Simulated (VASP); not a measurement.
A run of VASP 6.6.1 is set up as follows.

The input INCAR:

```
SYSTEM = W2Br2F
PREC = Accurate ; ENCUT = 520
EDIFF = 1E-7 ; ISMEAR = 0
SIGMA = 0.1 ; LREAL = .False.
LASPH = .True. ; NELM = 150
ALGO = Normal ; ISIF = 2
LWAVE = .False. ; LCHARG = .False.
ISPIN = 2 ; MAGMOM = 2.45 2.45 0.03 0.03 0.19
LORBIT = 11 ; LMAXMIX = 4
GGA = PE ; NBANDS = 36
```

Contents of KPOINTS:

```
Automatic mesh
0
Gamma
  6 6 6
  0 0 0
```

Contents of POSCAR:

```
W2Br2F
1.0
   -2.2112026400      2.2112026400      6.4099588200
    2.2112026400     -2.2112026400      6.4099588200
    2.2112026400      2.2112026400     -6.4099588200
W Br F
2 2 1
Direct
    0.3750000000      0.3750000000      0.0000000000
    0.6250000000      0.6250000000      0.0000000000
    0.7500000000      0.2500000000      0.5000000000
    0.2500000000      0.7500000000      0.5000000000
    0.0000000000      0.0000000000      0.0000000000
```

Potentials or basis: VASP PAW PBE potentials, release 64 (W_sv, Br, F).

Run with:

```sh
$ cat potpaw_PBE.64/W_sv/POTCAR potpaw_PBE.64/Br/POTCAR potpaw_PBE.64/F/POTCAR > POTCAR
$ mpirun -np 1 vasp_std > vasp.out
```

Task: Predict the net moment.

Result: 6.78 μB per cell.

Task: Predict the site moments.

Result: W +2.46; Br +0.00; F +0.13 μB.

Task: Predict the pressure.

Result: -2.3 GPa.

Task: What does it give for the largest force?

Result: 2.345 eV/Å.

Forces on the atoms (eV/Å):
```
W    0.000  0.000  2.345
W    0.000  0.000 -2.345
Br   0.000  0.000  0.000
Br   0.000  0.000  0.000
F    0.000  0.000  0.000
```

Caveat: the stress differs along the axes, from -12 to 3 GPa; forces of over 1 eV/Å act on the atoms, so gaps and moduli don't describe the material at rest.
